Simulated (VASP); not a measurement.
# Ir (Fm-3m) in VASP: further runs

The runs below take Ir through single point, with RPBE, revPBE.

Everything below comes from runs of VASP 6.6.1. Logs are shortened: lines on timing, memory, paths and dates and some standing lists are left out, and cuts for length are marked.

## Step 1: The cell of the first run

It takes space group Fm-3m (No. 225, cubic). Conventional cell: a = 3.885 Å, b = 3.885 Å, c = 3.885 Å, α = 90.00°, β = 90.00°, γ = 90.00°. Within 3.6 Å of Ir (site symmetry m-3m) lie 12 Ir at 2.75 Å.

## Step 2: Single point, RPBE

INCAR

```
ALGO     = Normal         # electronic algorithm
EDIFF    = 1E-6           # SCF threshold, eV
ENCUT    = 520            # plane-wave cutoff, eV
GGA      = RP             # functional
ISIF     = 2              # what is computed and relaxed
ISMEAR   = -1             # smearing method
LASPH    = True           # aspherical terms in the spheres
LCHARG   = True           # write CHGCAR
LELF     = True           # ELF
LREAL    = False          # projectors in reciprocal space
LVHAR    = True         
LWAVE    = False          # write WAVECAR
NBANDS   = 10             # bands
NELM     = 100            # most SCF steps
PREC     = Accurate       # precision mode
SIGMA    = 0.05           # smearing width, eV
```

KPOINTS

```
k-points
0
Gamma
  12 12 12
```

POSCAR

```
Ir
1.0
    0.0000000000      1.9424860405      1.9424860405
    1.9424860405      0.0000000000      1.9424860405
    1.9424860405      1.9424860405      0.0000000000
Ir
1
Direct
    0.0000000000      0.0000000000      0.0000000000
```

Potentials or basis: VASP PAW PBE potentials, release 64 (Ir).

Run with:

```bash
cat potpaw_PBE.64/Ir/POTCAR > POTCAR
mpirun -np 1 vasp_std > vasp.out
```

OUTCAR:

```text
EDIFF = 1E-6
   ENCUT = 520
   GGA = RP
   ISIF = 2
   ISMEAR = -1
   LASPH = True
   LREAL = False
   NELM = 100
   PREC = Accurate

 ion  position               nearest neighbor table
   1  0.000  0.000  0.000-

  LATTYP: Found a face centered cubic cell.
 ALAT       =     3.8849720810

  Lattice vectors:

 A1 = (   0.0000000000,   1.9424860405,   1.9424860405)
 A2 = (   1.9424860405,   0.0000000000,   1.9424860405)
 A3 = (   1.9424860405,   1.9424860405,   0.0000000000)

Analysis of symmetry for initial positions (statically):
[... 5 lines left out ...]
 face centered cubic supercell.

 Subroutine GETGRP returns: Found 48 space group operations
 (whereof 48 operations were pure point group operations)
 out of a pool of 48 trial point group operations.

The static configuration has the point symmetry O_h .

Analysis of symmetry for dynamics (positions and initial velocities):
[... 5 lines left out ...]
 face centered cubic supercell.

 Subroutine GETGRP returns: Found 48 space group operations
 (whereof 48 operations were pure point group operations)
 out of a pool of 48 trial point group operations.

The dynamic configuration has the point symmetry O_h .

 Subroutine INISYM returns: Found 48 space group operations
 (whereof 48 operations are pure point group operations),
 and found     1 'primitive' translations

----------------------------------------------------------------------------------------

                                     Primitive cell

  volume of cell :      14.6590

  direct lattice vectors                    reciprocal lattice vectors
     0.000000000  1.942486040  1.942486040    -0.257402107  0.257402107  0.257402107
     1.942486040  0.000000000  1.942486040     0.257402107 -0.257402107  0.257402107
     1.942486040  1.942486040  0.000000000     0.257402107  0.257402107 -0.257402107

  length of vectors
     2.747090103  2.747090103  2.747090103     0.445833528  0.445833528  0.445833528

  position of ions in fractional coordinates (direct lattice)
     0.000000000  0.000000000  0.000000000

  ion indices of the primitive-cell ions
   primitive index   ion index
                 1           1

----------------------------------------------------------------------------------------

 KPOINTS: k-points

Automatic generation of k-mesh.
 Grid dimensions read from file:
 generate k-points for:   12   12   12

 Generating k-lattice:

[... 51 lines left out ...]
 SYSTEM =  unknown system
   PREC   = accura    normal or accurate (medium, high low for compatibility)
   ISTART =      0    job   : 0-new  1-cont  2-samecut
   ICHARG =      2    charge: 1-file 2-atom 10-const
   ISPIN  =      1    spin polarized calculation?
   LNONCOLLINEAR =      F non collinear calculations
   LSORBIT =      F    spin-orbit coupling
   LASPH  =      T    aspherical Exc in radial PAW
   ENCUT  =  520.0 eV  38.22 Ry    6.18 a.u.   5.11  5.11  5.11*2*pi/ulx,y,z
   NELM   =    100;   NELMIN=  2; NELMDL= -5     # of ELM steps
   EDIFF  = 0.1E-05   stopping-criterion for ELM
   LREAL  =      F    real-space projection
   EDIFFG = 0.1E-04   stopping-criterion for IOM
   NSW    =      0    number of steps for IOM
   IBRION =     -1    ionic relax: 0-MD 1-quasi-New 2-CG
   NFREE  =      0    steps in history (QN), initial steepest desc. (CG)
   ISIF   =      2    stress and relaxation
   ISYM   =      2    0-nonsym 1-usesym 2-fastsym
   POTIM  = 0.5000    time-step for ionic-motion
   TEBEG  =    0.0;   TEEND  =   0.0 temperature during run
   PSTRESS=    0.0 pullay stress
   NELECT =       9.0000    total number of electrons
   NUPDOWN=      -1.0000    fix difference up-down
   EMIN   =  10.00;   EMAX   =-10.00  energy-range for DOS
[... 5 lines left out ...]
     AMIX     =   0.40;   BMIX     =  1.00
     AMIX_MAG =   1.60;   BMIX_MAG =  1.00
  volume/ion in A,a.u.               =      14.66        98.92
  Fermi-wavevector in a.u.,A,eV,Ry     =   1.391408  2.629379 26.341092  1.936016
  Thomas-Fermi vector in A             =   2.515250
   LORBIT       =      0    0 simple, 1 ext, 2 COOP (PROOUT), +10 PAW based schemes
   GGA     = RP    functional components
   LHFCALC =     F    Hartree Fock is set to
   AEXX    =    0.0000 exact exchange contribution
   IVDW    =     0    specifies the selected vdW correction
   LEPSILON=     F    determine dielectric tensor
   LRPA    =     F    only Hartree local field effects (RPA)
 non-spin polarized calculation
  energy-cutoff  :      520.00
  volume of cell :       14.66
 maximum number of plane-waves:       411
   NGX = 11   NGY = 11   NGZ = 11

 number of electron       9.0000000 magnetization

 Free energy of the ion-electron system (eV)
  ---------------------------------------------------
  ext. energy  EPLUGINS =         0.00000000
  ---------------------------------------------------
  free energy    TOTEN  =        -8.20947209 eV

  energy without entropy =       -8.20438192  energy(sigma->0) =       -8.20692700

 E-fermi :   9.8916     XC(G=0): -13.7373

 val. band max:        9.8824571249   @ k =  -0.3333   0.3333   0.0000
 cond. band min:       9.8943688457   @ k =  -0.2500   0.0833   0.0000
 fundamental gap:      0.0119117208
 Fermi energy:         9.8916076132

 k-point     1 :       0.0000    0.0000    0.0000
  band No.  band energies     occupation
      1      -0.8422      2.00000
      2       6.1989      2.00000
      3       6.1989      2.00000
      4       6.1989      2.00000
      5       8.7254      2.00000
      6       8.7254      2.00000
      7      24.2394      0.00000
      8      29.6306      0.00000
      9      29.6306      0.00000
     10      29.6306      0.00000
[... 287 lines left out ...]
 k-point    24 :      -0.4167    0.1667    0.0000
  band No.  band energies     occupation
      1       3.0607      2.00000
      2       5.3844      2.00000
      3       6.8820      2.00000
      4       7.0446      2.00000
      5      10.2883      0.00072
      6      13.5124      0.00000
      7      16.8278      0.00000
      8      24.9974      0.00000
      9      27.1428      0.00000
     10      29.0583      0.00000

 [... further k-points ...]
[... 5 lines left out ...]
  --------------------------------------------------------------------------------------
  -------------------------------------------------------------------------------------
  Total        0.0278982      0.0278982      0.0278982      0.0000000      0.0000000     -0.0000000
  in kB        3.0491791      3.0491791      3.0491791      0.0000000      0.0000000     -0.0000000
  external PRESSURE =       3.0491791 kB  Pullay stress =       0.0000000 kB

 VOLUME and BASIS-vectors are now :
 -----------------------------------------------------------------------------
  energy-cutoff  :      520.00
  volume of cell :       14.66
      direct lattice vectors                 reciprocal lattice vectors
     0.000000000  1.942486040  1.942486040    -0.257402107  0.257402107  0.257402107
     1.942486040  0.000000000  1.942486040     0.257402107 -0.257402107  0.257402107
     1.942486040  1.942486040  0.000000000     0.257402107  0.257402107 -0.257402107

 POSITION                                       TOTAL-FORCE (eV/Angst)
 -----------------------------------------------------------------------------------
      0.00000      0.00000      0.00000         0.000000      0.000000      0.000000
 -----------------------------------------------------------------------------------
    total drift:                               -0.000000     -0.000000     -0.000000

  FREE ENERGIE OF THE ION-ELECTRON SYSTEM (eV)
  ---------------------------------------------------
  free  energy   TOTEN  =        -8.2094720891 eV

  energy  without entropy=       -8.2043819195  energy(sigma->0) =       -8.20692700
```

OSZICAR:

```text
N       E                     dE             d eps       ncg     rms          rms(c)
DAV:   1     0.479797462835E+02    0.47980E+02   -0.44147E+03  1456   0.813E+02
DAV:   2    -0.784154797688E+01   -0.55821E+02   -0.53122E+02  1474   0.195E+02
DAV:   3    -0.873435722502E+01   -0.89281E+00   -0.89141E+00  1694   0.300E+01
DAV:   4    -0.874289699058E+01   -0.85398E-02   -0.85382E-02  1590   0.272E+00
DAV:   5    -0.874307803203E+01   -0.18104E-03   -0.18104E-03  1678   0.389E-01    0.135E+01
DAV:   6    -0.829425768763E+01    0.44882E+00   -0.81609E-01  1618   0.111E+01    0.553E+00
DAV:   7    -0.821496506101E+01    0.79293E-01   -0.26403E-01  1686   0.582E+00    0.150E+00
DAV:   8    -0.821309254939E+01    0.18725E-02   -0.20965E-03  1550   0.473E-01    0.121E+00
DAV:   9    -0.820946382727E+01    0.36287E-02   -0.26580E-03  1632   0.708E-01    0.192E-02
DAV:  10    -0.820947075136E+01   -0.69241E-05   -0.17375E-05  1994   0.417E-02    0.311E-02
DAV:  11    -0.820947210684E+01   -0.13555E-05   -0.19019E-06  1426   0.175E-02    0.187E-03
DAV:  12    -0.820947208910E+01    0.17742E-07   -0.28667E-08   778   0.170E-03
   1 F= -.82094721E+01 E0= -.82069270E+01  d E =-.509017E-02
```

It took 6.2 s on 1 thread of AMD EPYC 9R14 (Zen 4), shared host; peak memory 0.1 GiB.

Results:

```
Free energy : -8.2095 eV
Pressure    : 0.3 GPa
```

Caveat: the PAW data sets were made with another functional, which shifts forces and pressure a little; spin-orbit coupling is left out, which moves the levels of the heavy elements.

## Step 3: Single point, revPBE

This run uses another cell than the first one, of 14.06 Å³/atom, 0.959 times its volume.

INCAR

```
ALGO = Fast
EDIFF = 1E-6
ENCUT = 520
GGA = RE
ISIF = 2
ISMEAR = -1
LASPH = T
LCHARG = F
LREAL = F
LWAVE = F
NBANDS = 10
NELM = 60
PREC = Accurate
SIGMA = 0.05
```

KPOINTS is that of step 2.

POSCAR

```
Ir
1.0
    0.0000000000      1.9156000000      1.9156000000
    1.9156000000      0.0000000000      1.9156000000
    1.9156000000      1.9156000000      0.0000000000
Ir
1
Direct
    0.0000000000      0.0000000000      0.0000000000
```

Potentials or basis: VASP PAW PBE potentials, release 64 (Ir).

Run with:

```bash
cat potpaw_PBE.64/Ir/POTCAR > POTCAR
mpirun -np 1 vasp_std > vasp.out
```

Run time: 7.9 s. Hardware: 1 thread of AMD EPYC 9R14 (Zen 4), shared host; peak memory 0.1 GiB.

The run converged. Its results:

| Item | Value |
| --- | --- |
| Free energy | -8.3133 eV |
| Pressure | 14.6 GPa |

Levels at points of the mesh, in eV from the Fermi level:
```
           k point  band 1  band 2  band 3  band 4  band 5  band 6  band 7  band 8  band 9
(0.00, 0.00, 0.00)  -11.20   -3.95   -3.95   -3.95   -1.24   -1.24   14.26   19.90   19.90
(0.50, 0.00, 0.00)   -8.19   -4.06   -4.06   -0.80    0.87    0.87    7.31   13.81   19.82
(0.50, 0.50, 0.00)   -8.02   -7.44    0.83    1.46    1.46    1.67   10.59   11.71   11.71
```

Caveat: the PAW data sets were made with another functional, which shifts forces and pressure a little; spin-orbit coupling is left out, which moves the levels of the heavy elements.
